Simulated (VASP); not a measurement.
# Ti3H in VASP: a series of runs

Ti3H is run at these levels: PBE; tasks: single point.

Program: VASP 6.6.1. These are calculated values, not measurements. Logs are shortened: lines on timing, memory, paths and dates and some standing lists are left out, and cuts for length are marked.

## Step 1: The cell of the first run

The cell holds a slab with vacuum, 4 atoms: a = 2.908 Å, b = 2.908 Å, c = 19.306 Å, α = 90.00°, β = 90.00°, γ = 90.00°.

## Step 2: Single point, PBE

INCAR reads:

```
ALGO = Normal
DIPOL = 0.5 0.5 0.342
EDIFF = 1E-6
ENCUT = 520
GGA = PE
IDIPOL = 3
ISIF = 2
ISMEAR = 0
LASPH = True
LCHARG = True
LDIPOL = True
LELF = True
LREAL = False
LVACPOTAV = True
LVHAR = True
LWAVE = False
NBANDS = 26
NELM = 60
PREC = Accurate
SIGMA = 0.1
```

KPOINTS reads:

```
k-points
0
Gamma
  9 9 1
```

POSCAR reads:

```
Ti3H
1.0
    2.9075446922      0.0000000000      0.0000000000
    0.0000000000      2.9075446922      0.0000000000
    0.0000000000      0.0000000000     19.3059825228
Ti H
3 1
Direct
    0.5000000000      0.5000000000      0.2071896623
    0.0000000000      0.0000000000      0.3057583538
    0.5000000000      0.5000000000      0.4043297208
    0.8333333333      1.0000000000      0.4504075764
```

Potentials or basis: VASP PAW PBE potentials, release 64 (Ti_sv, H).

The run is started by

```console
$ cat potpaw_PBE.64/Ti_sv/POTCAR potpaw_PBE.64/H/POTCAR > POTCAR
$ mpirun -np 1 vasp_std > vasp.out
```

OUTCAR:

```text
EDIFF = 1E-6
   ENCUT = 520
   GGA = PE
   ISIF = 2
   ISMEAR = 0
   LASPH = True
   LREAL = False
   NELM = 60
   PREC = Accurate

 ion  position               nearest neighbor table
   1  0.500  0.500  0.207-   2 2.80   2 2.80   2 2.80   2 2.80
   2  0.000  0.000  0.306-   1 2.80   1 2.80   1 2.80   1 2.80   3 2.80   3 2.80   3 2.80   3 2.80

   3  0.500  0.500  0.404-   2 2.80   2 2.80   2 2.80   2 2.80
   4  0.833  0.000  0.450-

  LATTYP: Found a simple tetragonal cell.
 ALAT       =     2.9075446922
 C/A-ratio  =     6.6399607114

  Lattice vectors:

 A1 = (   2.9075446922,   0.0000000000,   0.0000000000)
 A2 = (   0.0000000000,   2.9075446922,   0.0000000000)
 A3 = (   0.0000000000,   0.0000000000,  19.3059825228)

Analysis of symmetry for initial positions (statically):
=====================================================================
 Subroutine PRICEL returns:
 Original cell was already a primitive cell.

 Routine SETGRP: Setting up the symmetry group for a
 simple tetragonal supercell.

 Subroutine GETGRP returns: Found  2 space group operations
 (whereof  2 operations were pure point group operations)
 out of a pool of 16 trial point group operations.

The static configuration has the point symmetry C_1h.

Analysis of symmetry for dynamics (positions and initial velocities):
=====================================================================
 Subroutine PRICEL returns:
 Original cell was already a primitive cell.

 Routine SETGRP: Setting up the symmetry group for a
 simple tetragonal supercell.

 Subroutine GETGRP returns: Found  2 space group operations
 (whereof  2 operations were pure point group operations)
 out of a pool of 16 trial point group operations.

The dynamic configuration has the point symmetry C_1h.

 Subroutine INISYM returns: Found  2 space group operations
 (whereof  2 operations are pure point group operations),
 and found     1 'primitive' translations

----------------------------------------------------------------------------------------

                                     Primitive cell

  volume of cell :     163.2092

  direct lattice vectors                    reciprocal lattice vectors
     2.907544692  0.000000000  0.000000000     0.343932804  0.000000000  0.000000000
[... 92 lines left out ...]
   NSW    =      0    number of steps for IOM
   IBRION =     -1    ionic relax: 0-MD 1-quasi-New 2-CG
   NFREE  =      0    steps in history (QN), initial steepest desc. (CG)
   ISIF   =      2    stress and relaxation
   ISYM   =      2    0-nonsym 1-usesym 2-fastsym
   POTIM  = 0.5000    time-step for ionic-motion
   TEBEG  =    0.0;   TEEND  =   0.0 temperature during run
   PSTRESS=    0.0 pullay stress
   NELECT =      37.0000    total number of electrons
   NUPDOWN=      -1.0000    fix difference up-down
   EMIN   =  10.00;   EMAX   =-10.00  energy-range for DOS
   EFERMI =   0.00;   METHOD = LEGACY
   ISMEAR =     0;   SIGMA  =   0.10  broadening in eV -4-tet -1-fermi 0-gaus
   EFERMI_NEDOS =   21; number of points for ismear=-14 and -15
   IALGO  =     38    algorithm
   IMIX   =      4    mixing-type and parameters
     AMIX     =   0.40;   BMIX     =  1.00
     AMIX_MAG =   1.60;   BMIX_MAG =  1.00
  volume/ion in A,a.u.               =      40.80       275.35
  Fermi-wavevector in a.u.,A,eV,Ry     =   0.998222  1.886366 13.557489  0.996447
  Thomas-Fermi vector in A             =   2.130431
   LORBIT       =      0    0 simple, 1 ext, 2 COOP (PROOUT), +10 PAW based schemes
   GGA     = PE    functional components
   LHFCALC =     F    Hartree Fock is set to
   AEXX    =    0.0000 exact exchange contribution
   IVDW    =     0    specifies the selected vdW correction
   LEPSILON=     F    determine dielectric tensor
   LRPA    =     F    only Hartree local field effects (RPA)
 non-spin polarized calculation
 Gauss-broadening in eV      SIGMA  =   0.10
  energy-cutoff  :      520.00
  volume of cell :      163.21
 maximum number of plane-waves:      4439
 NGX is ok and might be reduce to    24
   NGX = 11   NGY = 11   NGZ = 71

 dipolmoment           0.000000      0.000000     -0.212561 electrons x Angstroem

 number of electron      37.0000013 magnetization

 dipolmoment           0.000000      0.000000      0.017895 electrons x Angstroem

 Free energy of the ion-electron system (eV)
  ---------------------------------------------------
  ext. energy  EPLUGINS =         0.00000000
  ---------------------------------------------------
  free energy    TOTEN  =       -25.65719742 eV

  energy without entropy =      -25.62506420  energy(sigma->0) =      -25.64113081

 E-fermi :   0.2246     XC(G=0):  -4.7845

 val. band max:        0.2098660247   @ k =   0.0000   0.0000   0.0000
 cond. band min:       0.2257236514   @ k =   0.0000   0.3333   0.0000
 fundamental gap:      0.0158576267
 Fermi energy:         0.2245938149

 k-point     1 :       0.0000    0.0000    0.0000
  band No.  band energies     occupation
      1     -56.6569      2.00000
      2     -56.5662      2.00000
      3     -56.2510      2.00000
      4     -33.0445      2.00000
      5     -32.9147      2.00000
      6     -32.7770      2.00000
[... 685 lines left out ...]
     25       2.7860      0.00000
     26       3.1368      0.00000

 [... further k-points ...]

------------------------ aborting loop because EDIFF is reached ----------------------------------------

  FORCE on cell =-STRESS in cart. coord.  units (eV):
  Direction    XX          YY          ZZ          XY          YZ          ZX
  --------------------------------------------------------------------------------------
  -------------------------------------------------------------------------------------
  Total       -1.4329194     -1.5320011      0.9740932      0.0000000      0.0000000      0.4428170
  in kB      -14.0665516    -15.0392077      9.5623883      0.0000000      0.0000000      4.3470055
  external PRESSURE =      -6.5144570 kB  Pullay stress =       0.0000000 kB

 VOLUME and BASIS-vectors are now :
 -----------------------------------------------------------------------------
  energy-cutoff  :      520.00
  volume of cell :      163.21
      direct lattice vectors                 reciprocal lattice vectors
     2.907544692  0.000000000  0.000000000     0.343932804  0.000000000  0.000000000
     0.000000000  2.907544692  0.000000000     0.000000000  0.343932804  0.000000000
     0.000000000  0.000000000 19.305982523     0.000000000  0.000000000  0.051797416

 POSITION                                       TOTAL-FORCE (eV/Angst)
 -----------------------------------------------------------------------------------
      1.45377      1.45377      4.00000         0.007149      0.000000      0.134855
      0.00000      0.00000      5.90297        -0.006831      0.000000     -0.789203
      1.45377      1.45377      7.80598        -0.514080      0.000000      0.634839
      2.42295      0.00000      8.69556         0.513762      0.000000      0.019509
 -----------------------------------------------------------------------------------
    total drift:                                0.000029     -0.000000     -0.000363

  FREE ENERGIE OF THE ION-ELECTRON SYSTEM (eV)
  ---------------------------------------------------
  free  energy   TOTEN  =       -25.6571974166 eV

  energy  without entropy=      -25.6250641992  energy(sigma->0) =      -25.64113081

 vacuum level on the upper side and lower side of the slab         4.287         3.902
```

It took 84 s on 1 thread of Intel Xeon 6975P-C (Granite Rapids), shared host; peak memory 0.31 GiB.

Results:

| Quantity | Value |
| --- | --- |
| Free energy | -25.6572 eV |
| Largest force | 0.817 eV/Å |

Forces on the atoms (eV/Å):
```
Ti   0.007  0.000  0.135
Ti  -0.007  0.000 -0.789
Ti  -0.514  0.000  0.635
H    0.514  0.000  0.020
```

Levels at points of the mesh, in eV from the Fermi level:
```tsv
k point	band 15	band 16	band 17	band 18	band 19	band 20	band 21	band 22
(0.00, 0.00, 0.00)	-2.91	-1.73	-0.97	-0.71	-0.01	0.66	1.01	1.01
```

## Step 3: Single point, PBE

INCAR reads:

```
PREC = Accurate
ENCUT = 520
EDIFF = 1E-7
ISMEAR = 0
SIGMA = 0.1
LREAL = F
LASPH = T
NELM = 80
ALGO = Normal
ISIF = 2
LWAVE = F
LCHARG = T
LDIPOL = T
IDIPOL = 3
DIPOL = 0.5 0.5 0.345
GGA = PE
LELF = T
LVHAR = T
LVACPOTAV = T
NBANDS = 26
```

KPOINTS reads:

```
regular mesh
0
Gamma
  9 9 1
```

POSCAR: that of step 2 with these lines changed.

```diff
@@ -11,2 +11,2 @@
     0.5000000000      0.5000000000      0.4043297208
-    0.8333333333      1.0000000000      0.4504075764
+    0.6666666667      1.0000000000      0.4640366957
```

Potentials or basis: VASP PAW PBE potentials, release 64 (Ti_sv, H).

The run is started by

```console
$ cat potpaw_PBE.64/Ti_sv/POTCAR potpaw_PBE.64/H/POTCAR > POTCAR
$ mpirun -np 1 vasp_std > vasp.out
```

OUTCAR:

```text
PREC = Accurate
   ENCUT = 520
   EDIFF = 1E-7
   ISMEAR = 0
   LREAL = F
   LASPH = T
   NELM = 80
   ISIF = 2
   GGA = PE

 ion  position               nearest neighbor table
   1  0.500  0.500  0.207-   2 2.80   2 2.80   2 2.80   2 2.80
   2  0.000  0.000  0.306-   1 2.80   1 2.80   1 2.80   1 2.80   3 2.80   3 2.80   3 2.80   3 2.80

   3  0.500  0.500  0.404-   2 2.80   2 2.80   2 2.80   2 2.80
   4  0.667  0.000  0.464-

  LATTYP: Found a simple tetragonal cell.
 ALAT       =     2.9075446922
 C/A-ratio  =     6.6399607114

  Lattice vectors:

 A1 = (   2.9075446922,   0.0000000000,   0.0000000000)
 A2 = (   0.0000000000,   2.9075446922,   0.0000000000)
 A3 = (   0.0000000000,   0.0000000000,  19.3059825228)

Analysis of symmetry for initial positions (statically):
=====================================================================
 Subroutine PRICEL returns:
 Original cell was already a primitive cell.

 Routine SETGRP: Setting up the symmetry group for a
 simple tetragonal supercell.

 Subroutine GETGRP returns: Found  2 space group operations
 (whereof  2 operations were pure point group operations)
 out of a pool of 16 trial point group operations.

The static configuration has the point symmetry C_1h.

Analysis of symmetry for dynamics (positions and initial velocities):
=====================================================================
 Subroutine PRICEL returns:
 Original cell was already a primitive cell.

 Routine SETGRP: Setting up the symmetry group for a
 simple tetragonal supercell.

 Subroutine GETGRP returns: Found  2 space group operations
 (whereof  2 operations were pure point group operations)
 out of a pool of 16 trial point group operations.

The dynamic configuration has the point symmetry C_1h.

 Subroutine INISYM returns: Found  2 space group operations
 (whereof  2 operations are pure point group operations),
 and found     1 'primitive' translations
[... 121 lines left out ...]
  Thomas-Fermi vector in A             =   2.130431
   LORBIT       =      0    0 simple, 1 ext, 2 COOP (PROOUT), +10 PAW based schemes
   GGA     = PE    functional components
   LHFCALC =     F    Hartree Fock is set to
   AEXX    =    0.0000 exact exchange contribution
   IVDW    =     0    specifies the selected vdW correction
   LEPSILON=     F    determine dielectric tensor
   LRPA    =     F    only Hartree local field effects (RPA)
 non-spin polarized calculation
 Gauss-broadening in eV      SIGMA  =   0.10
  energy-cutoff  :      520.00
  volume of cell :      163.21
 maximum number of plane-waves:      4439
 NGX is ok and might be reduce to    24
   NGX = 11   NGY = 11   NGZ = 71

 dipolmoment           0.000000      0.000000     -0.167557 electrons x Angstroem

 number of electron      37.0000014 magnetization

 dipolmoment           0.000000      0.000000      0.051883 electrons x Angstroem

 Free energy of the ion-electron system (eV)
  ---------------------------------------------------
  ext. energy  EPLUGINS =         0.00000000
  ---------------------------------------------------
  free energy    TOTEN  =       -25.50449488 eV

  energy without entropy =      -25.47149887  energy(sigma->0) =      -25.48799688

 E-fermi :  -0.1174     XC(G=0):  -4.7829

 val. band max:       -0.1280030952   @ k =   0.0000   0.0000   0.0000
 cond. band min:      -0.0893350065   @ k =   0.1111   0.0000   0.0000
 fundamental gap:      0.0386680886
 Fermi energy:        -0.1173796973

 k-point     1 :       0.0000    0.0000    0.0000
  band No.  band energies     occupation
      1     -56.9541      2.00000
      2     -56.9338      2.00000
      3     -56.5351      2.00000
      4     -33.3884      2.00000
      5     -33.2620      2.00000
      6     -33.0424      2.00000
[... 685 lines left out ...]
     25       2.4833      0.00000
     26       2.8621      0.00000

 [... further k-points ...]

------------------------ aborting loop because EDIFF is reached ----------------------------------------

  FORCE on cell =-STRESS in cart. coord.  units (eV):
  Direction    XX          YY          ZZ          XY          YZ          ZX
  --------------------------------------------------------------------------------------
  -------------------------------------------------------------------------------------
  Total       -1.1623145     -1.2713634      1.3475474      0.0000000      0.0000000      0.2165902
  in kB      -11.4101025    -12.4806033     13.2284797      0.0000000      0.0000000      2.1262025
  external PRESSURE =      -3.5540754 kB  Pullay stress =       0.0000000 kB

 VOLUME and BASIS-vectors are now :
 -----------------------------------------------------------------------------
  energy-cutoff  :      520.00
  volume of cell :      163.21
      direct lattice vectors                 reciprocal lattice vectors
     2.907544692  0.000000000  0.000000000     0.343932804  0.000000000  0.000000000
     0.000000000  2.907544692  0.000000000     0.000000000  0.343932804  0.000000000
     0.000000000  0.000000000 19.305982523     0.000000000  0.000000000  0.051797416

 POSITION                                       TOTAL-FORCE (eV/Angst)
 -----------------------------------------------------------------------------------
      1.45377      1.45377      4.00000        -0.020695      0.000000      0.040436
      0.00000      0.00000      5.90297         0.058752      0.000000     -0.799707
      1.45377      1.45377      7.80598        -0.254668      0.000000      0.753058
      1.93836      0.00000      8.95868         0.216612      0.000000      0.006213
 -----------------------------------------------------------------------------------
    total drift:                                0.000045     -0.000000     -0.000408

  FREE ENERGIE OF THE ION-ELECTRON SYSTEM (eV)
  ---------------------------------------------------
  free  energy   TOTEN  =       -25.5044948816 eV

  energy  without entropy=      -25.4714988701  energy(sigma->0) =      -25.48799688

 vacuum level on the upper side and lower side of the slab         4.721         3.609
```

OSZICAR:

```text
N       E                     dE             d eps       ncg     rms          rms(c)
DAV:   1     0.410182254813E+03    0.41018E+03   -0.20207E+04  1452   0.138E+03
DAV:   2     0.241952647294E+02   -0.38599E+03   -0.37979E+03  1398   0.436E+02
DAV:   3    -0.225688970661E+02   -0.46764E+02   -0.45962E+02  2458   0.133E+02
[... 20 lines left out ...]
DAV:  24    -0.255044902346E+02   -0.13616E-04   -0.21590E-06  1904   0.103E-02    0.322E-03
DAV:  25    -0.255044940558E+02   -0.38212E-05   -0.12196E-06  1662   0.738E-03    0.105E-03
DAV:  26    -0.255044946320E+02   -0.57625E-06   -0.24993E-07  1184   0.371E-03    0.999E-04
DAV:  27    -0.255044948272E+02   -0.19515E-06   -0.50787E-08   860   0.197E-03    0.924E-04
DAV:  28    -0.255044948816E+02   -0.54434E-07   -0.42137E-08   812   0.167E-03
   1 F= -.25504495E+02 E0= -.25487997E+02  d E =-.329960E-01
```

stdout:

```text
POSCAR found type information on POSCAR TiH
 POSCAR found :  2 types and       4 ions
 scaLAPACK will be used
 LDA part: xc-table for (Slater+PW92), standard interpolation
 POSCAR, INCAR and KPOINTS ok, starting setup
 FFT: planning ... GRIDC
 FFT: planning ... GRID_SOFT
 FFT: planning ... GRID
 WAVECAR not read
 entering main loop
 -----------------------------------------------------------------------------
|                                                                             |
|           W    W    AA    RRRRR   N    N  II  N    N   GGGG   !!!           |
|           W    W   A  A   R    R  NN   N  II  NN   N  G    G  !!!           |
|           W    W  A    A  R    R  N N  N  II  N N  N  G       !!!           |
|           W WW W  AAAAAA  RRRRR   N  N N  II  N  N N  G  GGG   !            |
|           WW  WW  A    A  R   R   N   NN  II  N   NN  G    G                |
|           W    W  A    A  R    R  N    N  II  N    N   GGGG   !!!           |
|                                                                             |
|     Did not find any points to average over, which means that no vacuum     |
|     field-free region was found. Please increase the size of  your cell     |
|     in the dimension of the dipole correction to obtain accurate            |
|     workfunction values.                                                    |
|                                                                             |
 -----------------------------------------------------------------------------
```

Run time: 96 s. Hardware: 1 thread of Intel Xeon 6975P-C (Granite Rapids), shared host; peak memory 0.31 GiB.

What came out:

- Free energy: -25.5045 eV
- Largest force: 0.802 eV/Å

Forces on the atoms (eV/Å):
```
Ti  -0.021  0.000  0.040
Ti   0.059  0.000 -0.800
Ti  -0.255  0.000  0.753
H    0.217  0.000  0.006
```
